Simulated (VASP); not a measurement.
# Cd (Im-3m) in VASP: notebook

Cd is run at these levels: PBE; tasks: single point.

Program: VASP 6.6.1. These are calculated values, not measurements. Logs are shortened: lines on timing, memory, paths and dates and some standing lists are left out, and cuts for length are marked.

**1. The cell of the first run**

The structure is cubic, space group Im-3m (No. 229). The conventional cell has a = 3.509 Å, b = 3.509 Å, c = 3.509 Å, α = 90.00°, β = 90.00°, γ = 90.00°. Cd (site symmetry m-3m) has 14 Cd at 3.04 to 3.51 Å within 4.0 Å.

This isn't the form of Cd at room conditions, which is hcp.

**2. Single point, PBE**

Input file INCAR:

```
PREC = Accurate ; ENCUT = 520
EDIFF = 1E-6 ; ISMEAR = 0
SIGMA = 0.05 ; LREAL = F
LASPH = T ; NELM = 100
ALGO = Normal ; ISIF = 2
LWAVE = F ; LCHARG = T
GGA = PE ; LELF = T
LVHAR = T ; NBANDS = 12
```

Input file KPOINTS:

```
regular mesh
0
Gamma
  8 8 8
```

Input file POSCAR:

```
Cd
1.0
   -1.7547300608      1.7547300608      1.7547300608
    1.7547300608     -1.7547300608      1.7547300608
    1.7547300608      1.7547300608     -1.7547300608
Cd
1
Direct
    0.0000000000      0.0000000000      0.0000000000
```

Potentials or basis: VASP PAW PBE potentials, release 64 (Cd).

Launch:

```sh
$ cat potpaw_PBE.64/Cd/POTCAR > POTCAR
$ mpirun -np 1 vasp_std > vasp.out
```

OUTCAR:

```text
PREC = Accurate
   ENCUT = 520
   EDIFF = 1E-6
   ISMEAR = 0
   LREAL = F
   LASPH = T
   NELM = 100
   ISIF = 2
   GGA = PE

 ion  position               nearest neighbor table
   1  0.000  0.000  0.000-

  LATTYP: Found a body centered cubic cell.
 ALAT       =     3.5094601216

  Lattice vectors:

 A1 = (  -1.7547300608,   1.7547300608,   1.7547300608)
 A2 = (   1.7547300608,  -1.7547300608,   1.7547300608)
 A3 = (   1.7547300608,   1.7547300608,  -1.7547300608)

Analysis of symmetry for initial positions (statically):
=====================================================================
 Subroutine PRICEL returns:
 Original cell was already a primitive cell.

 Routine SETGRP: Setting up the symmetry group for a
 body centered cubic supercell.

 Subroutine GETGRP returns: Found 48 space group operations
 (whereof 48 operations were pure point group operations)
 out of a pool of 48 trial point group operations.

The static configuration has the point symmetry O_h .

Analysis of symmetry for dynamics (positions and initial velocities):
=====================================================================
 Subroutine PRICEL returns:
 Original cell was already a primitive cell.

 Routine SETGRP: Setting up the symmetry group for a
 body centered cubic supercell.

 Subroutine GETGRP returns: Found 48 space group operations
 (whereof 48 operations were pure point group operations)
 out of a pool of 48 trial point group operations.

The dynamic configuration has the point symmetry O_h .

 Subroutine INISYM returns: Found 48 space group operations
 (whereof 48 operations are pure point group operations),
 and found     1 'primitive' translations

----------------------------------------------------------------------------------------

                                     Primitive cell

  volume of cell :      21.6118

  direct lattice vectors                    reciprocal lattice vectors
    -1.754730061  1.754730061  1.754730061     0.000000000  0.284944113  0.284944113
     1.754730061 -1.754730061  1.754730061     0.284944113  0.000000000  0.284944113
     1.754730061  1.754730061 -1.754730061     0.284944113  0.284944113  0.000000000

  length of vectors
     3.039281619  3.039281619  3.039281619     0.402971829  0.402971829  0.402971829

  position of ions in fractional coordinates (direct lattice)
     0.000000000  0.000000000  0.000000000

  ion indices of the primitive-cell ions
   primitive index   ion index
                 1           1

----------------------------------------------------------------------------------------

 KPOINTS: regular mesh

Automatic generation of k-mesh.
 Grid dimensions read from file:
 generate k-points for:    8    8    8

 Generating k-lattice:

  Cartesian coordinates                     Fractional coordinates (reciprocal lattice)
     0.000000000  0.035618014  0.035618014     0.125000000  0.000000000  0.000000000
     0.035618014  0.000000000  0.035618014     0.000000000  0.125000000  0.000000000
     0.035618014  0.035618014  0.000000000     0.000000000  0.000000000  0.125000000

  Length of vectors
     0.050371479  0.050371479  0.050371479

  Shift w.r.t. Gamma in fractional coordinates (k-lattice)
     0.000000000  0.000000000  0.000000000

 Subroutine IBZKPT returns following result:
 ===========================================

 Found     29 irreducible k-points:

 Following reciprocal coordinates:
            Coordinates               Weight
  0.000000  0.000000  0.000000      1.000000
  0.125000  0.000000  0.000000     12.000000
  0.250000  0.000000  0.000000     12.000000
  0.375000  0.000000  0.000000     12.000000
  0.500000  0.000000  0.000000      6.000000
  0.125000  0.125000  0.000000     24.000000
[... 16 lines left out ...]
 -0.250000  0.250000  0.250000      6.000000
 -0.375000  0.375000  0.250000     24.000000
 [... further k-points ...]
   k-points           NKPTS =     29   k-points in BZ     NKDIM =     29   number of bands    NBANDS=     12
   number of dos      NEDOS =    301   number of ions     NIONS =      1
   total plane-waves  NPLWV =  13824
   dimension x,y,z NGX =    24 NGY =   24 NGZ =   24
   dimension x,y,z NGXF=    48 NGYF=   48 NGZF=   48
   ions per type =               1
   NGX,Y,Z   is equivalent  to a cutoff of  13.13, 13.13, 13.13 a.u.
   NGXF,Y,Z  is equivalent  to a cutoff of  26.26, 26.26, 26.26 a.u.
 SYSTEM =  unknown system
   PREC   = accura    normal or accurate (medium, high low for compatibility)
   ISTART =      0    job   : 0-new  1-cont  2-samecut
   ICHARG =      2    charge: 1-file 2-atom 10-const
   ISPIN  =      1    spin polarized calculation?
   LNONCOLLINEAR =      F non collinear calculations
   LSORBIT =      F    spin-orbit coupling
   LASPH  =      T    aspherical Exc in radial PAW
   ENCUT  =  520.0 eV  38.22 Ry    6.18 a.u.   5.65  5.65  5.65*2*pi/ulx,y,z
   NELM   =    100;   NELMIN=  2; NELMDL= -5     # of ELM steps
   EDIFF  = 0.1E-05   stopping-criterion for ELM
   LREAL  =      F    real-space projection
   EDIFFG = 0.1E-04   stopping-criterion for IOM
   NSW    =      0    number of steps for IOM
   IBRION =     -1    ionic relax: 0-MD 1-quasi-New 2-CG
   NFREE  =      0    steps in history (QN), initial steepest desc. (CG)
   ISIF   =      2    stress and relaxation
   ISYM   =      2    0-nonsym 1-usesym 2-fastsym
   POTIM  = 0.5000    time-step for ionic-motion
   TEBEG  =    0.0;   TEEND  =   0.0 temperature during run
   PSTRESS=    0.0 pullay stress
   NELECT =      12.0000    total number of electrons
   NUPDOWN=      -1.0000    fix difference up-down
   EMIN   =  10.00;   EMAX   =-10.00  energy-range for DOS
   EFERMI =   0.00;   METHOD = LEGACY
   ISMEAR =     0;   SIGMA  =   0.05  broadening in eV -4-tet -1-fermi 0-gaus
   EFERMI_NEDOS =   21; number of points for ismear=-14 and -15
   IALGO  =     38    algorithm
   IMIX   =      4    mixing-type and parameters
     AMIX     =   0.40;   BMIX     =  1.00
     AMIX_MAG =   1.60;   BMIX_MAG =  1.00
  volume/ion in A,a.u.               =      21.61       145.84
  Fermi-wavevector in a.u.,A,eV,Ry     =   1.345566  2.542751 24.633991  1.810547
  Thomas-Fermi vector in A             =   2.473468
   LORBIT       =      0    0 simple, 1 ext, 2 COOP (PROOUT), +10 PAW based schemes
   GGA     = PE    functional components
   LHFCALC =     F    Hartree Fock is set to
   AEXX    =    0.0000 exact exchange contribution
   IVDW    =     0    specifies the selected vdW correction
   LEPSILON=     F    determine dielectric tensor
   LRPA    =     F    only Hartree local field effects (RPA)
 non-spin polarized calculation
 Gauss-broadening in eV      SIGMA  =   0.05
  energy-cutoff  :      520.00
  volume of cell :       21.61
 maximum number of plane-waves:       603
   NGX = 11   NGY = 11   NGZ = 11

 number of electron      11.9999994 magnetization

 Free energy of the ion-electron system (eV)
  ---------------------------------------------------
  ext. energy  EPLUGINS =         0.00000000
  ---------------------------------------------------
  free energy    TOTEN  =        -0.65232000 eV

  energy without entropy =       -0.65136880  energy(sigma->0) =       -0.65184440

 E-fermi :   2.8765     XC(G=0): -11.0447

 val. band max:        2.6556771229   @ k =   0.3750   0.2500  -0.0000
 cond. band min:       2.9052035052   @ k =   0.3750   0.2500  -0.0000
 fundamental gap:      0.2495263823
 Fermi energy:         2.8764824978

 k-point     1 :       0.0000    0.0000    0.0000
  band No.  band energies     occupation
      1      -6.3476      2.00000
      2      -6.3476      2.00000
      3      -6.3476      2.00000
      4      -5.9482      2.00000
      5      -5.6839      2.00000
      6      -5.6839      2.00000
      7      18.5570      0.00000
      8      18.5570      0.00000
      9      18.5570      0.00000
     10      19.5454      0.00000
     11      19.5454      0.00000
     12      19.5454      0.00000

 k-point     2 :       0.1250    0.0000    0.0000
  band No.  band energies     occupation
      1      -6.3982      2.00000
      2      -6.3551      2.00000
      3      -6.1993      2.00000
      4      -5.7465      2.00000
      5      -5.6815      2.00000
      6      -5.4813      2.00000
      7      15.0375      0.00000
      8      17.1637      0.00000
      9      17.5456      0.00000
     10      18.0888      0.00000
     11      18.4728      0.00000
     12      19.4548      0.00000

 k-point     3 :       0.2500    0.0000    0.0000
  band No.  band energies     occupation
      1      -6.5186      2.00000
      2      -6.4899      2.00000
      3      -5.8222      2.00000
      4      -5.7835      2.00000
      5      -5.6733      2.00000
      6      -4.0796      2.00000
      7      10.0017      0.00000
      8      14.9701      0.00000
      9      14.9935      0.00000
     10      17.3889      0.00000
     11      17.8090      0.00000
     12      20.9622      0.00000
[... 286 lines left out ...]
 k-point    23 :      -0.2500    0.2500    0.2500
  band No.  band energies     occupation
      1      -6.2644      2.00000
      2      -6.0640      2.00000
      3      -6.0411      2.00000
      4      -6.0411      2.00000
      5      -5.8510      2.00000
      6      -2.2069      2.00000
      7      10.8588      0.00000
      8      10.8588      0.00000
      9      11.7888      0.00000
     10      12.9232      0.00000
     11      23.0396      0.00000
     12      23.0396      0.00000

 k-point    24 :      -0.3750    0.3750    0.2500
  band No.  band energies     occupation
      1      -6.4908      2.00000
      2      -6.2820      2.00000
      3      -6.0435      2.00000
      4      -5.8378      2.00000
      5      -5.4825      2.00000
      6       0.0265      2.00000
      7       6.9037      0.00000
      8       9.2787      0.00000
      9      11.4553      0.00000
     10      13.8834      0.00000
     11      19.9350      0.00000
     12      22.6580      0.00000

 [... further k-points ...]

------------------------ aborting loop because EDIFF is reached ----------------------------------------

  FORCE on cell =-STRESS in cart. coord.  units (eV):
  Direction    XX          YY          ZZ          XY          YZ          ZX
  --------------------------------------------------------------------------------------
  -------------------------------------------------------------------------------------
  Total        0.4655402      0.4655402      0.4655402     -0.0000000     -0.0000000      0.0000000
  in kB       34.5125321     34.5125321     34.5125321     -0.0000000     -0.0000000      0.0000000
  external PRESSURE =      34.5125321 kB  Pullay stress =       0.0000000 kB

 VOLUME and BASIS-vectors are now :
 -----------------------------------------------------------------------------
  energy-cutoff  :      520.00
  volume of cell :       21.61
      direct lattice vectors                 reciprocal lattice vectors
    -1.754730061  1.754730061  1.754730061     0.000000000  0.284944113  0.284944113
     1.754730061 -1.754730061  1.754730061     0.284944113  0.000000000  0.284944113
     1.754730061  1.754730061 -1.754730061     0.284944113  0.284944113  0.000000000

 POSITION                                       TOTAL-FORCE (eV/Angst)
 -----------------------------------------------------------------------------------
      0.00000      0.00000      0.00000         0.000000      0.000000      0.000000
 -----------------------------------------------------------------------------------
    total drift:                               -0.000000     -0.000000     -0.000000

  FREE ENERGIE OF THE ION-ELECTRON SYSTEM (eV)
  ---------------------------------------------------
  free  energy   TOTEN  =        -0.6523200024 eV

  energy  without entropy=       -0.6513688005  energy(sigma->0) =       -0.65184440
```

It took 14 s on 1 thread of AMD EPYC, shared host; peak memory 0.1 GiB.

Results:

* Free energy: -0.6523 eV
* Pressure: 3.5 GPa
* Band gap on the k mesh: zero (bands 6 and 7 overlap by 4.34 eV)

Caveat: the cell stands under pressure.

(Continued in part 2 of 2.)
